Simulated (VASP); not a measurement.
Wanted: the native input for a VASP 6.6.1 run.

```
Task                   : single point
Functional             : PBE
Potentials or basis    : VASP PAW PBE potentials, release 64 (Rh_pv, H)
Cutoff                 : 520 eV
k mesh                 : 5 × 5 × 1
Occupations            : gaussian, width 0.1 eV
Spin                   : no spin polarisation
Dipole correction      : yes
Further INCAR settings : ALGO = Normal; EDIFF = 1e-07; NBANDS = 104
```

The structure of HRh6 lies in POSCAR:

```
HRh6
1.0
    5.4163401145      0.0000000000      0.0000000000
    0.0000000000      5.4163401145      0.0000000000
    0.0000000000      0.0000000000     21.6737367085
Rh H
12 2
Direct
    0.2500000000      0.2500000000      0.1845551625
    0.2500000000      0.7500000000      0.1845551625
    0.7500000000      0.2500000000      0.1845551625
    0.7500000000      0.7500000000      0.1845551625
    0.0000000000      0.0000000000      0.2693761947
    0.0000000000      0.5000000000      0.2693761947
    0.5000000000      0.0000000000      0.2693761947
    0.5000000000      0.5000000000      0.2693761947
    0.2500000000      0.2500000000      0.3540569313
    0.2500000000      0.7500000000      0.3540569313
    0.7500000000      0.2500000000      0.3540569313
    0.7500000000      0.7500000000      0.3540569313
    0.4151641163      0.5000000000      0.4924733032
    0.5848358837      0.5000000000      0.4924733032
```

One way to write it, as run:

INCAR

```
SYSTEM = HRh6
  PREC = Accurate
  ENCUT = 520
  EDIFF = 1E-7
  ISMEAR = 0
  SIGMA = 0.1
  LREAL = .False.
  LASPH = .True.
  NELM = 60
  ALGO = Normal
  ISIF = 2
  LWAVE = .False.
  LCHARG = .True.
  LDIPOL = .True.
  IDIPOL = 3
  DIPOL = 0.5 0.5 0.301
  GGA = PE
  LELF = .True.
  LVHAR = .True.
  LVACPOTAV = .True.
  NBANDS = 104
```

KPOINTS

```
Automatic mesh
0
Gamma
  5 5 1
  0 0 0
```

Potentials or basis: VASP PAW PBE potentials, release 64 (Rh_pv, H).

The run is started by

```sh
$ cat potpaw_PBE.64/Rh_pv/POTCAR potpaw_PBE.64/H/POTCAR > POTCAR
$ mpirun -np 1 vasp_std > vasp.out
```

Results of the run:

| Item | Value |
| --- | --- |
| Largest force | 3.440 eV/Å |
| Band gap on the k mesh | zero (bands 91 and 92 overlap by 0.70 eV) |

Run time: 36 min on 1 thread of Intel(R) Xeon(R) Platinum 8259CL CPU @ 2.50GHz (Skylake/Cascade Lake) (shared host), peak memory 0.78 GiB.
